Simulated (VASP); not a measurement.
# Si16O (a cell with a defect) in VASP: single point with PBEsol

Aim: the single point of Si16O (a cell with a defect) with PBEsol.

All numbers are computed with VASP 6.6.1; they aren't measurements. Logs are shortened: lines on timing, memory, paths and dates and some standing lists are left out, and cuts for length are marked.

## (1) The cell of the first run

The cell holds a defect, 17 atoms: a = 7.679 Å, b = 7.679 Å, c = 7.679 Å, α = 60.00°, β = 60.00°, γ = 60.00°.

## (2) Single point, PBEsol, collinear spin, ferromagnetic start

The input, INCAR:

```
SYSTEM = Si16O
PREC = Accurate ; ENCUT = 520
EDIFF = 1E-6 ; ISMEAR = 0
SIGMA = 0.05 ; LREAL = Auto
LASPH = .True. ; NELM = 150
ALGO = Normal ; ISIF = 2
LWAVE = .False. ; LCHARG = .False.
ISPIN = 2 ; MAGMOM = 0 0 0 0 0 0 0 0 0 0 0 0 0 0 0 0 1
LORBIT = 11 ; GGA = PS
NBANDS = 53
```

The input, KPOINTS:

```
Automatic mesh
0
Gamma
  2 2 2
  0 0 0
```

The input, POSCAR:

```
Si16O
1.0
    0.0000000000      5.4300000000      5.4300000000
    5.4300000000      0.0000000000      5.4300000000
    5.4300000000      5.4300000000      0.0000000000
Si O
16 1
Direct
   -0.0141504051      0.0420209422     -0.0141196196
    0.1309208101      0.1254357656      0.1307746151
   -0.0083561179     -0.0010304398      0.5043965559
    0.1308959284      0.1252387582      0.6125613158
    0.0189714256      0.4959199784      0.0188352725
    0.1101859569      0.6686838915      0.1105064308
    0.0188529764      0.4956524195      0.4661344584
    0.0781000837      0.6282920378      0.6465062033
    0.5044975889     -0.0005570202     -0.0088580684
    0.6124718863      0.1254433099      0.1307582108
    0.5045838455     -0.0010971176      0.5043813263
    0.6156291246      0.1531775910      0.6150707041
    0.4658519912      0.4959165318      0.0189182229
    0.6467812011      0.6287770881      0.0772663321
    0.4910420195      0.5262711560      0.4913065450
    0.6465945617      0.6282292679      0.6465757431
    0.7967510032      0.6090606996      0.7970282820
```

Potentials or basis: VASP PAW PBE potentials, release 64 (Si, O).

On the command line:

```console
cat potpaw_PBE.64/Si/POTCAR potpaw_PBE.64/O/POTCAR > POTCAR
mpirun -np 1 vasp_std > vasp.out
```

OUTCAR:

```text
SYSTEM = Si16O
   PREC = Accurate
   ENCUT = 520
   EDIFF = 1E-6
   ISMEAR = 0
   LREAL = Auto
   LASPH = .True.
   NELM = 150
   ISIF = 2
   ISPIN = 2
   LORBIT = 11
   GGA = PS

 ion  position               nearest neighbor table
   1  0.986  0.042  0.986-   6 2.34   4 2.36  10 2.36   2 2.36
   2  0.131  0.125  0.131-   5 2.33   9 2.35   3 2.35   1 2.36
   3  0.992  0.999  0.504-   8 2.34   2 2.35   4 2.35  12 2.37
   4  0.131  0.125  0.613-   7 2.33  11 2.35   3 2.35   1 2.36
   5  0.019  0.496  0.019-   6 2.26   2 2.33  14 2.38   8 2.38  17 2.55
   6  0.110  0.669  0.111-   5 2.26  13 2.26   7 2.26   1 2.34
   7  0.019  0.496  0.466-   6 2.26   4 2.33   8 2.38  16 2.38  17 2.55
   8  0.078  0.628  0.647-  17 1.92   3 2.34   7 2.38   5 2.38  15 2.60
   9  0.504  0.999  0.991-  14 2.34   2 2.35  10 2.35  12 2.37
  10  0.612  0.125  0.131-  13 2.33   9 2.35  11 2.35   1 2.36
  11  0.505  0.999  0.504-  16 2.34  10 2.35   4 2.35  12 2.37
  12  0.616  0.153  0.615-  15 2.34   3 2.37  11 2.37   9 2.37
  13  0.466  0.496  0.019-   6 2.26  10 2.33  14 2.38  16 2.38  17 2.55
  14  0.647  0.629  0.077-  17 1.91   9 2.34  13 2.38   5 2.38  15 2.61
  15  0.491  0.526  0.491-  12 2.34  16 2.60   8 2.60  14 2.61
  16  0.647  0.628  0.647-  17 1.92  11 2.34   7 2.38  13 2.38  15 2.60
  17  0.797  0.609  0.797-  14 1.91   8 1.92  16 1.92   5 2.55  13 2.55   7 2.55

  LATTYP: Found a face centered cubic cell.
 ALAT       =    10.8600000000

  Lattice vectors:

 A1 = (   0.0000000000,   5.4300000000,   5.4300000000)
 A2 = (   5.4300000000,   0.0000000000,   5.4300000000)
 A3 = (   5.4300000000,   5.4300000000,   0.0000000000)

Analysis of symmetry for initial positions (statically):
=====================================================================
 Subroutine PRICEL returns:
 Original cell was already a primitive cell.

 Routine SETGRP: Setting up the symmetry group for a
 face centered cubic supercell.

 Subroutine GETGRP returns: Found  1 space group operations
 (whereof  1 operations were pure point group operations)
 out of a pool of 48 trial point group operations.

The static configuration has the point symmetry C_1 .

Analysis of symmetry for dynamics (positions and initial velocities):
=====================================================================
 Subroutine PRICEL returns:
 Original cell was already a primitive cell.

 Routine SETGRP: Setting up the symmetry group for a
 face centered cubic supercell.

 Subroutine GETGRP returns: Found  1 space group operations
 (whereof  1 operations were pure point group operations)
 out of a pool of 48 trial point group operations.

The dynamic configuration has the point symmetry C_1 .

Analysis of structural, dynamic, and magnetic symmetry:
=====================================================================
 Subroutine PRICEL returns:
 Original cell was already a primitive cell.

 Routine SETGRP: Setting up the symmetry group for a
 face centered cubic supercell.

 Subroutine GETGRP returns: Found  1 space group operations
 (whereof  1 operations were pure point group operations)
 out of a pool of 48 trial point group operations.

The overall configuration has the point symmetry C_1 .

 Subroutine INISYM returns: Found  1 space group operations
 (whereof  1 operations are pure point group operations),
 and found     1 'primitive' translations

----------------------------------------------------------------------------------------

                                     Primitive cell

  volume of cell :     320.2060

  direct lattice vectors                    reciprocal lattice vectors
     0.000000000  5.430000000  5.430000000    -0.092081031  0.092081031  0.092081031
     5.430000000  0.000000000  5.430000000     0.092081031 -0.092081031  0.092081031
     5.430000000  5.430000000  0.000000000     0.092081031  0.092081031 -0.092081031

  length of vectors
     7.679179644  7.679179644  7.679179644     0.159489025  0.159489025  0.159489025

  position of ions in fractional coordinates (direct lattice)
     0.985849595  0.042020942  0.985880380
     0.130920810  0.125435766  0.130774615
     0.991643882  0.998969560  0.504396556
     0.130895928  0.125238758  0.612561316
     0.018971426  0.495919978  0.018835272
[... 75 lines left out ...]
   NGX,Y,Z   is equivalent  to a cutoff of  12.99, 12.99, 12.99 a.u.
   NGXF,Y,Z  is equivalent  to a cutoff of  25.98, 25.98, 25.98 a.u.
 SYSTEM =  Si16O
   PREC   = accura    normal or accurate (medium, high low for compatibility)
   ISTART =      0    job   : 0-new  1-cont  2-samecut
   ICHARG =      2    charge: 1-file 2-atom 10-const
   ISPIN  =      2    spin polarized calculation?
   LNONCOLLINEAR =      F non collinear calculations
   LSORBIT =      F    spin-orbit coupling
   LASPH  =      T    aspherical Exc in radial PAW
   ENCUT  =  520.0 eV  38.22 Ry    6.18 a.u.  14.28 14.28 14.28*2*pi/ulx,y,z
   NELM   =    150;   NELMIN=  2; NELMDL= -5     # of ELM steps
   EDIFF  = 0.1E-05   stopping-criterion for ELM
   LREAL  =      T    real-space projection
   EDIFFG = 0.1E-04   stopping-criterion for IOM
   NSW    =      0    number of steps for IOM
   IBRION =     -1    ionic relax: 0-MD 1-quasi-New 2-CG
   NFREE  =      0    steps in history (QN), initial steepest desc. (CG)
   ISIF   =      2    stress and relaxation
   ISYM   =      2    0-nonsym 1-usesym 2-fastsym
   POTIM  = 0.5000    time-step for ionic-motion
   TEBEG  =    0.0;   TEEND  =   0.0 temperature during run
   PSTRESS=    0.0 pullay stress
   NELECT =      70.0000    total number of electrons
   NUPDOWN=      -1.0000    fix difference up-down
   EMIN   =  10.00;   EMAX   =-10.00  energy-range for DOS
   EFERMI =   0.00;   METHOD = LEGACY
   ISMEAR =     0;   SIGMA  =   0.05  broadening in eV -4-tet -1-fermi 0-gaus
   EFERMI_NEDOS =   21; number of points for ismear=-14 and -15
   IALGO  =     38    algorithm
   IMIX   =      4    mixing-type and parameters
     AMIX     =   0.40;   BMIX     =  1.00
     AMIX_MAG =   1.60;   BMIX_MAG =  1.00
  volume/ion in A,a.u.               =      18.84       127.11
  Fermi-wavevector in a.u.,A,eV,Ry     =   0.986199  1.863645 13.232857  0.972588
  Thomas-Fermi vector in A             =   2.117562
   LORBIT       =     11    0 simple, 1 ext, 2 COOP (PROOUT), +10 PAW based schemes
   GGA     = PS    functional components
   LHFCALC =     F    Hartree Fock is set to
   AEXX    =    0.0000 exact exchange contribution
   IVDW    =     0    specifies the selected vdW correction
   LEPSILON=     F    determine dielectric tensor
   LRPA    =     F    only Hartree local field effects (RPA)
 spin polarized calculation
 Gauss-broadening in eV      SIGMA  =   0.05
  energy-cutoff  :      520.00
  volume of cell :      320.21
 maximum number of plane-waves:      8646
 NGX is ok and might be reduce to    60
   NGX = 29   NGY = 29   NGZ = 29

 number of electron      70.0000000 magnetization      -0.0001946

 number of electron      70.0000000 magnetization       0.0000102

 Free energy of the ion-electron system (eV)
  ---------------------------------------------------
  ext. energy  EPLUGINS =         0.00000000
  ---------------------------------------------------
  free energy    TOTEN  =       -96.23893629 eV

  energy without entropy =      -96.23759390  energy(sigma->0) =      -96.23826509

 E-fermi :   6.2628     XC(G=0):  -9.7003

 val. band max:        6.1916645881   @ k =   0.0000   0.5000   0.0000
 cond. band min:       6.3380679540   @ k =   0.0000   0.0000   0.0000
 fundamental gap:      0.1464033659
 Fermi energy:         6.2627974565

 spin component 1

 k-point     1 :       0.0000    0.0000    0.0000
  band No.  band energies     occupation
      1     -14.1737      1.00000
      2      -5.8008      1.00000
      3      -4.3200      1.00000
      4      -4.3165      1.00000
      5      -3.8337      1.00000
      6      -3.2134      1.00000
[... 389 lines left out ...]
     46      10.2101      0.00000
     47      10.2380      0.00000
 Fermi energy:         6.2627974565

 spin component 2

 k-point     1 :       0.0000    0.0000    0.0000
  band No.  band energies     occupation
      1     -14.1737      1.00000
      2      -5.8008      1.00000
      3      -4.3200      1.00000
      4      -4.3165      1.00000
      5      -3.8337      1.00000
      6      -3.2134      1.00000
[... 389 lines left out ...]
     46      10.2101      0.00000
     47      10.2380      0.00000
 [bands above 47 left out]

------------------------ aborting loop because EDIFF is reached ----------------------------------------

  FORCE on cell =-STRESS in cart. coord.  units (eV):
  Direction    XX          YY          ZZ          XY          YZ          ZX
  --------------------------------------------------------------------------------------
  -------------------------------------------------------------------------------------
  Total        3.0304298      3.0279723      3.0309395     -0.4601834     -0.4428504      0.4622265
  in kB       15.1630068     15.1507106     15.1655570     -2.3025660     -2.2158388      2.3127884
  external PRESSURE =      15.1597581 kB  Pullay stress =       0.0000000 kB

 VOLUME and BASIS-vectors are now :
 -----------------------------------------------------------------------------
  energy-cutoff  :      520.00
  volume of cell :      320.21
      direct lattice vectors                 reciprocal lattice vectors
     0.000000000  5.430000000  5.430000000    -0.092081031  0.092081031  0.092081031
     5.430000000  0.000000000  5.430000000     0.092081031 -0.092081031  0.092081031
     5.430000000  5.430000000  0.000000000     0.092081031  0.092081031 -0.092081031

 POSITION                                       TOTAL-FORCE (eV/Angst)
 -----------------------------------------------------------------------------------
      5.58150     10.70649      5.58134         0.003897     -0.003042      0.002327
      1.39122      1.42101      1.39202         0.007869     -0.002706      0.006241
      8.16328      8.12350     10.80903         0.004029     -0.001686      0.001073
      4.00625      4.03697      1.39081        -0.006805     -0.005356      0.004863
      2.79512      0.20529      2.79586        -0.007170      0.005792     -0.010988
      4.23100      1.19836      4.22926         0.007895     -0.008345      0.009200
[... 9 lines left out ...]
      6.92219      7.02191      6.92229        -0.006115     -0.017673     -0.010235
      7.63506      8.65422      7.63356        -0.007288     -0.007748      0.006707
 -----------------------------------------------------------------------------------
    total drift:                               -0.002706      0.002750     -0.003813

  FREE ENERGIE OF THE ION-ELECTRON SYSTEM (eV)
  ---------------------------------------------------
  free  energy   TOTEN  =       -96.2389362870 eV

  energy  without entropy=      -96.2375938998  energy(sigma->0) =      -96.23826509

 total charge

# of ion       s       p       d       tot
------------------------------------------
    1        0.744   0.946   0.000   1.690
    2        0.741   0.954   0.000   1.695
    3        0.745   0.953   0.000   1.698
    4        0.741   0.954   0.000   1.695
    5        0.770   0.935   0.000   1.705
    6        0.749   1.010   0.000   1.759
[... 9 lines left out ...]
   16        0.738   0.878   0.000   1.616
   17        1.593   3.420   0.000   5.013
--------------------------------------------------
tot         13.629  18.269   0.000  31.898

 magnetization (x)

# of ion       s       p       d       tot
------------------------------------------
    1        0.000   0.000   0.000   0.000
    2        0.000   0.000   0.000   0.000
    3        0.000   0.000   0.000   0.000
    4        0.000   0.000   0.000   0.000
    5       -0.000  -0.000   0.000  -0.000
    6        0.000   0.000   0.000   0.000
[... 9 lines left out ...]
   16       -0.000  -0.000   0.000  -0.000
   17       -0.000   0.000   0.000   0.000
--------------------------------------------------
tot         -0.000   0.000   0.000   0.000
```

Wall time 5.5 min (1 thread of AMD EPYC 9R45 (Zen 5), shared host); peak memory 0.67 GiB.

Results:

| Property | Result |
| --- | --- |
| Free energy | -96.2389 eV |
| Pressure | 1.5 GPa |
| Largest force | 0.039 eV/Å |
| Band gap on the k mesh | zero (filled and empty bands overlap) |
| Net moment | 0.00 μB per cell |
| Valence electrons inside the program's atomic spheres | Si 1.69, 1.70, 1.71, 1.76, 1.62, 1.60 (each value once); O 5.01 |

Forces in eV/Å, atoms in the order of the input:
```
Si   0.004 -0.003  0.002
Si   0.008 -0.003  0.006
Si   0.004 -0.002  0.001
Si  -0.007 -0.005  0.005
Si  -0.007  0.006 -0.011
Si   0.008 -0.008  0.009
Si  -0.009  0.006 -0.005
Si  -0.006  0.012  0.019
Si  -0.005  0.003 -0.002
Si   0.007 -0.006  0.001
Si   0.006 -0.001  0.003
Si   0.006  0.002 -0.001
Si  -0.007  0.009 -0.008
Si   0.029  0.019 -0.018
Si  -0.017 -0.003  0.001
Si  -0.006 -0.018 -0.010
O   -0.007 -0.008  0.007
```

Levels at points of the mesh, in eV from the Fermi level:
Spin up:
```
           k point  band 31  band 32  band 33  band 34  band 35  band 36  band 37  band 38  band 39  band 40
(0.00, 0.00, 0.00)    -1.27    -0.70    -0.69    -0.30     0.08     0.08     0.41     0.42     0.52     0.52
(0.50, 0.00, 0.00)    -1.82    -1.54    -1.15    -0.98    -0.78     0.59     0.99     1.06     1.29     1.31
(0.00, 0.50, 0.00)    -1.45    -1.44    -1.01    -1.01    -0.08    -0.07     1.03     1.08     1.08     1.21
(0.00, 0.00, 0.50)    -1.82    -1.55    -1.15    -0.98    -0.78     0.58     0.99     1.06     1.29     1.31
(0.50, 0.50, 0.50)    -1.82    -1.54    -1.15    -0.98    -0.78     0.59     0.99     1.06     1.29     1.31
(0.50, 0.50, 0.00)    -2.01    -1.69    -1.67    -1.48    -1.07     0.30     0.88     1.02     2.02     2.12
(0.00, 0.50, 0.50)    -2.01    -1.70    -1.67    -1.48    -1.06     0.29     0.88     1.02     2.02     2.12
(0.50, 0.00, 0.50)    -2.01    -1.69    -1.67    -1.49    -1.07     0.30     0.88     1.02     2.02     2.12
```
Spin down:
```
           k point  band 32  band 33  band 34  band 35  band 36  band 37  band 38  band 39
(0.00, 0.00, 0.00)    -0.70    -0.69    -0.30     0.08     0.08     0.41     0.42     0.52
(0.50, 0.00, 0.00)    -1.54    -1.15    -0.98    -0.78     0.59     0.99     1.06     1.29
(0.00, 0.50, 0.00)    -1.44    -1.01    -1.01    -0.08    -0.07     1.03     1.08     1.08
(0.00, 0.00, 0.50)    -1.55    -1.15    -0.98    -0.78     0.58     0.99     1.06     1.29
(0.50, 0.50, 0.50)    -1.54    -1.15    -0.98    -0.78     0.59     0.99     1.06     1.29
(0.50, 0.50, 0.00)    -1.69    -1.67    -1.48    -1.07     0.30     0.88     1.02     2.02
(0.00, 0.50, 0.50)    -1.70    -1.67    -1.48    -1.06     0.29     0.88     1.02     2.02
(0.50, 0.00, 0.50)    -1.69    -1.67    -1.49    -1.07     0.30     0.88     1.02     2.02
```

Caveat: the k points lie up to 0.50 Å⁻¹ apart; the PAW data sets were made with another functional, which shifts forces and pressure a little.

The gap in the log of VASP goes by the Fermi energy; the results here count the filled bands.